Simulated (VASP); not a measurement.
Al (a cell with a defect), 15 atoms in the cell. The cell holds a defect, 15 atoms: a = 7.000 Å, b = 7.000 Å, c = 7.000 Å, α = 109.47°, β = 109.47°, γ = 109.47°.  This cell differs from its parent crystal: atoms taken out.

```yaml
Program: VASP 6.6.1
Task: relaxation of the atoms
Functional: PBE
Potentials_or_basis: VASP PAW PBE potentials, release 64 (Al)
Cutoff: 520 eV
k_mesh: 5 × 5 × 5
Occupations: gaussian, width 0.1 eV
Spin: no spin polarisation
Dipole_correction: no
Further_INCAR_settings: LREAL = Auto; ALGO = Normal; EDIFF = 1e-07; IBRION = 2; EDIFFG = -0.025; NSW = 65
```

Potentials or basis: VASP PAW PBE potentials, release 64 (Al).

Command:

```bash
$ cat potpaw_PBE.64/Al/POTCAR > POTCAR
$ mpirun -np 1 vasp_std > vasp.out
```

Hardware: 1 thread of AMD EPYC 9R45 96-Core Processor (Zen 5) (shared host).

How long does it take, and how much memory?

Wall time 3.3 min on 1 thread of AMD EPYC 9R45 96-Core Processor (Zen 5), with other jobs on the host, peak memory 0.39 GiB. Counts: scf iterations 29, k points 10, ion steps 3.
